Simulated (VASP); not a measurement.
# Zn4W (Im-3m) in VASP: a series of runs

The runs below take Zn4W through single point, relaxation of cell and atoms, with PBE.

Everything below comes from runs of VASP 6.6.1. Logs are shortened: lines on timing, memory, paths and dates and some standing lists are left out, and cuts for length are marked.

### 1 The cell of the first run

Symmetry: Im-3m, No. 229, cubic system. The conventional cell has a = 5.350 Å, b = 5.350 Å, c = 5.350 Å, α = 90.00°, β = 90.00°, γ = 90.00°. Within 3.1 Å of Zn (site symmetry -3m) lie 2 W at 2.32 Å and 6 Zn at 2.68 Å. Within 3.1 Å of W (site symmetry m-3m) lie 8 Zn at 2.32 Å.

### 2 Single point, PBE

INCAR

```
PREC     = Accurate       # precision mode
ENCUT    = 520            # plane-wave cutoff, eV
EDIFF    = 1E-7           # SCF threshold, eV
ISMEAR   = 0              # smearing method
SIGMA    = 0.1            # smearing width, eV
LREAL    = F              # projectors in reciprocal space
LASPH    = T              # aspherical terms in the spheres
NELM     = 80             # most SCF steps
ALGO     = Normal         # electronic algorithm
ISIF     = 2              # what is computed and relaxed
LWAVE    = F              # write WAVECAR
LCHARG   = F              # write CHGCAR
GGA      = PE             # functional
NBANDS   = 39             # bands
```

KPOINTS

```
Automatic mesh
0
Gamma
  4 4 4
```

POSCAR

```
Zn4W
1.0
   -2.6751961400      2.6751961400      2.6751961400
    2.6751961400     -2.6751961400      2.6751961400
    2.6751961400      2.6751961400     -2.6751961400
Zn W
4 1
Direct
    0.0000000000      0.0000000000      0.5000000000
    0.5000000000      0.0000000000      0.0000000000
    0.0000000000      0.5000000000      0.0000000000
    0.5000000000      0.5000000000      0.5000000000
    0.0000000000      0.0000000000      0.0000000000
```

Potentials or basis: VASP PAW PBE potentials, release 64 (Zn, W_sv).

Started as:

```bash
cat potpaw_PBE.64/Zn/POTCAR potpaw_PBE.64/W_sv/POTCAR > POTCAR
mpirun -np 1 vasp_std > vasp.out
```

OUTCAR:

```text
PREC = Accurate
   ENCUT = 520
   EDIFF = 1E-7
   ISMEAR = 0
   LREAL = F
   LASPH = T
   NELM = 80
   ISIF = 2
   GGA = PE

 ion  position               nearest neighbor table
   1  0.000  0.000  0.500-   5 2.32   5 2.32   4 2.68   2 2.68   3 2.68   3 2.68   2 2.68   4 2.68

   2  0.500  0.000  0.000-   5 2.32   5 2.32   4 2.68   1 2.68   4 2.68   3 2.68   1 2.68   3 2.68

   3  0.000  0.500  0.000-   5 2.32   5 2.32   4 2.68   1 2.68   2 2.68   1 2.68   4 2.68   2 2.68

   4  0.500  0.500  0.500-   5 2.32   5 2.32   3 2.68   1 2.68   2 2.68   3 2.68   1 2.68   2 2.68

   5  0.000  0.000  0.000-   1 2.32   2 2.32   3 2.32   4 2.32   1 2.32   3 2.32   2 2.32   4 2.32

  LATTYP: Found a body centered cubic cell.
 ALAT       =     5.3503922800

  Lattice vectors:

 A1 = (  -2.6751961400,   2.6751961400,   2.6751961400)
 A2 = (   2.6751961400,  -2.6751961400,   2.6751961400)
 A3 = (   2.6751961400,   2.6751961400,  -2.6751961400)

Analysis of symmetry for initial positions (statically):
=====================================================================
 Subroutine PRICEL returns:
 Original cell was already a primitive cell.

 Routine SETGRP: Setting up the symmetry group for a
 body centered cubic supercell.

 Subroutine GETGRP returns: Found 48 space group operations
 (whereof 48 operations were pure point group operations)
 out of a pool of 48 trial point group operations.

The static configuration has the point symmetry O_h .

Analysis of symmetry for dynamics (positions and initial velocities):
=====================================================================
 Subroutine PRICEL returns:
 Original cell was already a primitive cell.

 Routine SETGRP: Setting up the symmetry group for a
 body centered cubic supercell.

 Subroutine GETGRP returns: Found 48 space group operations
 (whereof 48 operations were pure point group operations)
 out of a pool of 48 trial point group operations.

The dynamic configuration has the point symmetry O_h .

 Subroutine INISYM returns: Found 48 space group operations
 (whereof 48 operations are pure point group operations),
 and found     1 'primitive' translations

----------------------------------------------------------------------------------------

                                     Primitive cell

  volume of cell :      76.5820

  direct lattice vectors                    reciprocal lattice vectors
    -2.675196140  2.675196140  2.675196140     0.000000000  0.186902184  0.186902184
     2.675196140 -2.675196140  2.675196140     0.186902184  0.000000000  0.186902184
     2.675196140  2.675196140 -2.675196140     0.186902184  0.186902184  0.000000000

  length of vectors
     4.633575635  4.633575635  4.633575635     0.264319603  0.264319603  0.264319603

  position of ions in fractional coordinates (direct lattice)
     0.000000000  0.000000000  0.500000000
     0.500000000  0.000000000  0.000000000
     0.000000000  0.500000000  0.000000000
     0.500000000  0.500000000  0.500000000
     0.000000000  0.000000000  0.000000000

  ion indices of the primitive-cell ions
   primitive index   ion index
                 1           1
                 2           2
                 3           3
                 4           4
                 5           5

----------------------------------------------------------------------------------------

 KPOINTS: Automatic mesh

Automatic generation of k-mesh.
 Grid dimensions read from file:
 generate k-points for:    4    4    4

 Generating k-lattice:

  Cartesian coordinates                     Fractional coordinates (reciprocal lattice)
     0.000000000  0.046725546  0.046725546     0.250000000  0.000000000  0.000000000
     0.046725546  0.000000000  0.046725546     0.000000000  0.250000000  0.000000000
     0.046725546  0.046725546  0.000000000     0.000000000  0.000000000  0.250000000

  Length of vectors
     0.066079901  0.066079901  0.066079901

  Shift w.r.t. Gamma in fractional coordinates (k-lattice)
     0.000000000  0.000000000  0.000000000

 Subroutine IBZKPT returns following result:
 ===========================================

 Found      8 irreducible k-points:

 Following reciprocal coordinates:
            Coordinates               Weight
  0.000000  0.000000  0.000000      1.000000
  0.250000  0.000000  0.000000     12.000000
  0.500000  0.000000  0.000000      6.000000
  0.250000  0.250000  0.000000     24.000000
  0.250000  0.250000  0.250000      2.000000
 -0.250000  0.250000  0.250000      6.000000
  0.500000  0.500000  0.250000     12.000000
  0.500000  0.500000  0.500000      1.000000
   k-points           NKPTS =      8   k-points in BZ     NKDIM =      8   number of bands    NBANDS=     39
   number of dos      NEDOS =    301   number of ions     NIONS =      5
   total plane-waves  NPLWV =  46656
   dimension x,y,z NGX =    36 NGY =   36 NGZ =   36
   dimension x,y,z NGXF=    72 NGYF=   72 NGZF=   72
   ions per type =               4   1
   NGX,Y,Z   is equivalent  to a cutoff of  12.92, 12.92, 12.92 a.u.
   NGXF,Y,Z  is equivalent  to a cutoff of  25.83, 25.83, 25.83 a.u.
 SYSTEM =  unknown system
   PREC   = accura    normal or accurate (medium, high low for compatibility)
   ISTART =      0    job   : 0-new  1-cont  2-samecut
   ICHARG =      2    charge: 1-file 2-atom 10-const
   ISPIN  =      1    spin polarized calculation?
   LNONCOLLINEAR =      F non collinear calculations
   LSORBIT =      F    spin-orbit coupling
   LASPH  =      T    aspherical Exc in radial PAW
   ENCUT  =  520.0 eV  38.22 Ry    6.18 a.u.   8.62  8.62  8.62*2*pi/ulx,y,z
   NELM   =     80;   NELMIN=  2; NELMDL= -5     # of ELM steps
   EDIFF  = 0.1E-06   stopping-criterion for ELM
   LREAL  =      F    real-space projection
   EDIFFG = 0.1E-05   stopping-criterion for IOM
   NSW    =      0    number of steps for IOM
   IBRION =     -1    ionic relax: 0-MD 1-quasi-New 2-CG
   NFREE  =      0    steps in history (QN), initial steepest desc. (CG)
   ISIF   =      2    stress and relaxation
   ISYM   =      2    0-nonsym 1-usesym 2-fastsym
   POTIM  = 0.5000    time-step for ionic-motion
   TEBEG  =    0.0;   TEEND  =   0.0 temperature during run
   PSTRESS=    0.0 pullay stress
   NELECT =      62.0000    total number of electrons
   NUPDOWN=      -1.0000    fix difference up-down
   EMIN   =  10.00;   EMAX   =-10.00  energy-range for DOS
   EFERMI =   0.00;   METHOD = LEGACY
   ISMEAR =     0;   SIGMA  =   0.10  broadening in eV -4-tet -1-fermi 0-gaus
   EFERMI_NEDOS =   21; number of points for ismear=-14 and -15
   IALGO  =     38    algorithm
   IMIX   =      4    mixing-type and parameters
     AMIX     =   0.40;   BMIX     =  1.00
     AMIX_MAG =   1.60;   BMIX_MAG =  1.00
  volume/ion in A,a.u.               =      15.32       103.36
  Fermi-wavevector in a.u.,A,eV,Ry     =   1.525796  2.883336 31.675084  2.328053
  Thomas-Fermi vector in A             =   2.633917
   LORBIT       =      0    0 simple, 1 ext, 2 COOP (PROOUT), +10 PAW based schemes
   GGA     = PE    functional components
   LHFCALC =     F    Hartree Fock is set to
   AEXX    =    0.0000 exact exchange contribution
   IVDW    =     0    specifies the selected vdW correction
   LEPSILON=     F    determine dielectric tensor
   LRPA    =     F    only Hartree local field effects (RPA)
 non-spin polarized calculation
 Gauss-broadening in eV      SIGMA  =   0.10
  energy-cutoff  :      520.00
  volume of cell :       76.58
 maximum number of plane-waves:      2112
 NGX is ok and might be reduce to    36
   NGX = 17   NGY = 17   NGZ = 17

 number of electron      62.0000059 magnetization

 Free energy of the ion-electron system (eV)
  ---------------------------------------------------
  ext. energy  EPLUGINS =         0.00000000
  ---------------------------------------------------
  free energy    TOTEN  =       -10.40338327 eV

  energy without entropy =      -10.35235707  energy(sigma->0) =      -10.37787017

 E-fermi :   4.0237     XC(G=0): -11.7011

 val. band max:        4.0079928727   @ k =  -0.2500   0.2500   0.2500
 cond. band min:       4.0547162972   @ k =   0.2500   0.0000   0.0000
 fundamental gap:      0.0467234246
 Fermi energy:         4.0237145319

 k-point     1 :       0.0000    0.0000    0.0000
  band No.  band energies     occupation
      1     -68.4918      2.00000
      2     -33.0303      2.00000
      3     -33.0303      2.00000
      4     -33.0303      2.00000
      5      -5.6389      2.00000
      6      -4.2717      2.00000
[... 31 lines left out ...]
     38      11.7873      0.00000
     39      11.7873      0.00000

 k-point     2 :       0.2500    0.0000    0.0000
  band No.  band energies     occupation
      1     -68.4912      2.00000
      2     -33.0462      2.00000
      3     -33.0384      2.00000
      4     -33.0309      2.00000
      5      -5.0079      2.00000
      6      -4.1270      2.00000
[... 31 lines left out ...]
     38      12.0765      0.00000
     39      12.2344      0.00000

 k-point     3 :       0.5000    0.0000    0.0000
  band No.  band energies     occupation
      1     -68.4907      2.00000
      2     -33.0620      2.00000
      3     -33.0465      2.00000
      4     -33.0315      2.00000
      5      -4.4925      2.00000
      6      -3.8576      2.00000
[... 31 lines left out ...]
     38      11.1525      0.00000
     39      12.1752      0.00000

 k-point     4 :       0.2500    0.2500    0.0000
  band No.  band energies     occupation
      1     -68.4907      2.00000
      2     -33.0575      2.00000
      3     -33.0466      2.00000
      4     -33.0359      2.00000
      5      -4.3504      2.00000
      6      -3.9285      2.00000
[... 31 lines left out ...]
     38      11.7290      0.00000
     39      12.6148      0.00000

 k-point     5 :       0.2500    0.2500    0.2500
  band No.  band energies     occupation
      1     -68.4907      2.00000
      2     -33.0468      2.00000
      3     -33.0468      2.00000
      4     -33.0468      2.00000
      5      -3.9528      2.00000
      6      -3.6308      2.00000
[... 31 lines left out ...]
     38      11.2460      0.00000
     39      11.2460      0.00000

 k-point     6 :      -0.2500    0.2500    0.2500
  band No.  band energies     occupation
      1     -68.4907      2.00000
      2     -33.0468      2.00000
      3     -33.0465      2.00000
      4     -33.0465      2.00000
      5      -4.4027      2.00000
      6      -3.9936      2.00000
[... 31 lines left out ...]
     38      11.2745      0.00000
     39      12.3465      0.00000

 k-point     7 :       0.5000    0.5000    0.2500
  band No.  band energies     occupation
      1     -68.4902      2.00000
      2     -33.0624      2.00000
      3     -33.0546      2.00000
      4     -33.0472      2.00000
      5      -4.0273      2.00000
      6      -3.7131      2.00000
[... 31 lines left out ...]
     38      12.4890      0.00000
     39      13.1845      0.00000

 k-point     8 :       0.5000    0.5000    0.5000
  band No.  band energies     occupation
      1     -68.4896      2.00000
      2     -33.0627      2.00000
      3     -33.0627      2.00000
      4     -33.0627      2.00000
      5      -3.7339      2.00000
      6      -3.7339      2.00000
[... 31 lines left out ...]
     38      12.7490      0.00000
     39      12.7490      0.00000

------------------------ aborting loop because EDIFF is reached ----------------------------------------

  FORCE on cell =-STRESS in cart. coord.  units (eV):
  Direction    XX          YY          ZZ          XY          YZ          ZX
  --------------------------------------------------------------------------------------
  -------------------------------------------------------------------------------------
  Total       21.5312948     21.5312948     21.5312948     -0.0000000     -0.0000000      0.0000000
  in kB      450.4575299    450.4575299    450.4575299     -0.0000000     -0.0000000      0.0000000
  external PRESSURE =     450.4575299 kB  Pullay stress =       0.0000000 kB

 VOLUME and BASIS-vectors are now :
 -----------------------------------------------------------------------------
  energy-cutoff  :      520.00
  volume of cell :       76.58
      direct lattice vectors                 reciprocal lattice vectors
    -2.675196140  2.675196140  2.675196140     0.000000000  0.186902184  0.186902184
     2.675196140 -2.675196140  2.675196140     0.186902184  0.000000000  0.186902184
     2.675196140  2.675196140 -2.675196140     0.186902184  0.186902184  0.000000000

 POSITION                                       TOTAL-FORCE (eV/Angst)
 -----------------------------------------------------------------------------------
      1.33760      1.33760     -1.33760         0.000000     -0.000000     -0.000000
     -1.33760      1.33760      1.33760         0.000000      0.000000      0.000000
      1.33760     -1.33760      1.33760        -0.000000      0.000000     -0.000000
      1.33760      1.33760      1.33760        -0.000000     -0.000000      0.000000
      0.00000      0.00000      0.00000        -0.000000     -0.000000      0.000000
 -----------------------------------------------------------------------------------
    total drift:                               -0.000000     -0.000000      0.000000

  FREE ENERGIE OF THE ION-ELECTRON SYSTEM (eV)
  ---------------------------------------------------
  free  energy   TOTEN  =       -10.4033832663 eV

  energy  without entropy=      -10.3523570720  energy(sigma->0) =      -10.37787017
```

Run time: 31 s. Hardware: 1 thread of AMD EPYC 7R13 (Zen 3), shared host; peak memory 0.18 GiB.

Results:

```
Free energy            : -10.4034 eV
Pressure               : 45.0 GPa
Band gap on the k mesh : zero (band 31 reaches 5.26 eV, above the bottom of band 32 at 2.38 eV)
```

Levels at points of the mesh, in eV from the Fermi level:
```tsv
k point	band 29	band 30	band 31	band 32	band 33	band 34
(0.00, 0.00, 0.00)	0.84	0.84	1.23	1.23	1.23	1.27
(0.50, 0.00, 0.00)	-0.98	-0.80	-0.16	-0.03	0.27	4.53
(0.50, 0.50, 0.50)	-3.01	-3.01	-1.64	-1.64	-1.64	3.53
```

Caveat: the k points lie up to 0.42 Å⁻¹ apart; spin-orbit coupling is left out, which moves the levels of the heavy elements.

### 3 Single point, PBE

This run uses another cell than the first one, of 21.30 Å³/atom, 1.391 times its volume.

INCAR

```
PREC = Accurate
ENCUT = 520
EDIFF = 1E-7
ISMEAR = 0
SIGMA = 0.1
LREAL = F
LASPH = T
NELM = 100
ALGO = Fast
ISIF = 2
LWAVE = F
LCHARG = F
GGA = PE
NBANDS = 39
```

KPOINTS

```
regular mesh
0
Gamma
  4 4 4
```

POSCAR: that of step 2 with these lines changed.

```diff
@@ -2,5 +2,5 @@
 1.0
-   -2.6751961400      2.6751961400      2.6751961400
-    2.6751961400     -2.6751961400      2.6751961400
-    2.6751961400      2.6751961400     -2.6751961400
+   -2.9859785529      2.9859785529      2.9859785529
+    2.9859785529     -2.9859785529      2.9859785529
+    2.9859785529      2.9859785529     -2.9859785529
 Zn W
```

Potentials or basis: VASP PAW PBE potentials, release 64 (Zn, W_sv).

Started as:

```bash
cat potpaw_PBE.64/Zn/POTCAR potpaw_PBE.64/W_sv/POTCAR > POTCAR
mpirun -np 1 vasp_std > vasp.out
```

Run time: 41 s. Hardware: 1 thread of AMD EPYC 7R13 (Zen 3), shared host; peak memory 0.21 GiB.

Results (log left out):

```
Free energy            : -13.5799 eV
Pressure               : 0.4 GPa
Band gap on the k mesh : zero (band 31 reaches 2.58 eV, above the bottom of band 32 at 0.68 eV)
```

Levels at points of the mesh, in eV from the Fermi level:
```tsv
k point	band 29	band 30	band 31	band 32	band 33	band 34
(0.00, 0.00, 0.00)	0.65	0.65	0.91	0.91	0.91	1.72
(0.50, 0.00, 0.00)	-1.36	-0.54	-0.01	0.07	0.55	3.50
(0.50, 0.50, 0.50)	-2.38	-2.38	-0.99	-0.99	-0.99	2.87
```

Caveat: the k points lie up to 0.37 Å⁻¹ apart; spin-orbit coupling is left out, which moves the levels of the heavy elements.

### 4 Relaxation of cell and atoms, PBE

INCAR

```
PREC = Accurate
ENCUT = 600
EDIFF = 1E-6
ISMEAR = 0
SIGMA = 0.1
LREAL = False
LASPH = True
NELM = 60
ALGO = Fast
ISIF = 3
LWAVE = False
LCHARG = False
GGA = PE
IBRION = 2
NSW = 90
EDIFFG = -0.04
```

KPOINTS is that of step 3.

POSCAR: that of step 3 with these lines changed.

```diff
@@ -2,5 +2,5 @@
 1.0
-   -2.9859785529      2.9859785529      2.9859785529
-    2.9859785529     -2.9859785529      2.9859785529
-    2.9859785529      2.9859785529     -2.9859785529
+   -2.6751961400      2.6751961400      2.6751961400
+    2.6751961400     -2.6751961400      2.6751961400
+    2.6751961400      2.6751961400     -2.6751961400
 Zn W
```

Started as:

```bash
cat potpaw_PBE.64/Zn/POTCAR potpaw_PBE.64/W_sv/POTCAR > POTCAR
mpirun -np 1 vasp_std > vasp.out
```

It took 2.2 min on 1 thread of AMD EPYC 7R13 (Zen 3), shared host; peak memory 0.22 GiB.

Results (log left out):

```
Free energy                            : -13.5733 eV
Relaxed volume                         : 21.37 Å³/atom
Relaxed cell                           : a = 5.178 Å, b = 5.178 Å, c = 5.178 Å, α = 109.47°, β = 109.47°, γ = 109.47°
Space group after relaxing (to 0.05 Å) : Im-3m (No. 229)
Energy gained by relaxing              : 634.1 meV/atom
Ionic steps                            : 3
Pressure after relaxing                : 0.1 GPa
Band gap on the k mesh                 : zero (band 31 reaches 2.55 eV, above the bottom of band 32 at 0.66 eV)
```

The path:
```
step  energy change (eV)  largest force (eV/Å)  pressure (GPa)  volume (Å³)
   1              0.0000                0.0000           45.04        76.58
   2             -2.2017                0.0000           -9.03       134.90
   3             -3.1705                0.0000            0.12       106.86
```

Final structure:
```yaml
crystal:
  lattice:
    - [-2.98940, 2.98940, 2.98940]
    - [2.98940, -2.98940, 2.98940]
    - [2.98940, 2.98940, -2.98940]
  atoms:
    - { symbol: Zn, position: [0.00000, 0.00000, 0.50000] }
    - { symbol: Zn, position: [0.50000, 0.00000, 0.00000] }
    - { symbol: Zn, position: [0.00000, 0.50000, 0.00000] }
    - { symbol: Zn, position: [0.50000, 0.50000, 0.50000] }
    - { symbol: W, position: [0.00000, 0.00000, 0.00000] }
```

Levels at points of the mesh, in eV from the Fermi level:
```csv
k point,band 27,band 28,band 29,band 30,band 31,band 32,band 33,band 34,band 35,band 36
"(0.00, 0.00, 0.00)",-1.72,-1.72,0.64,0.64,0.91,0.91,0.91,1.73,1.73,1.73
"(0.50, 0.00, 0.00)",-2.69,-1.71,-1.36,-0.54,-0.01,0.07,0.55,3.50,3.69,3.95
"(0.50, 0.50, 0.50)",-3.01,-3.01,-2.37,-2.37,-0.98,-0.98,-0.98,2.86,2.86,4.51
```

Caveat: the k points lie up to 0.37 Å⁻¹ apart in the final cell; the volume moved by over 15 % at a fixed basis, so the end points are rough; spin-orbit coupling is left out, which moves the levels of the heavy elements.

### 5 Overview

```csv
task,cell,cutoff (eV),gap on the mesh (eV),pressure (GPa)
single point,"a = 4.634 Å, angles 109.5°, 5 atoms",520,none,45.0
single point,"a = 5.172 Å, angles 109.5°, 5 atoms",520,none,0.4
relaxation of cell and atoms,"relaxed from a = 4.634 Å, angles 109.5°, 5 atoms",600,none,0.1
```

Alike in all rows: level PBE; potentials or basis VASP PAW PBE potentials, release 64 (Zn, W_sv); no spin polarisation; k mesh 4 × 4 × 4; smearing gaussian 0.1 eV.

Caveats: all runs use coarse meshes; spin-orbit coupling is left out, which moves the levels of the heavy elements; the volume moved by over 15 % at a fixed basis, so the end points are rough (some runs).

Total energies depend on the potentials used, so only differences within one code and one set of settings carry meaning.
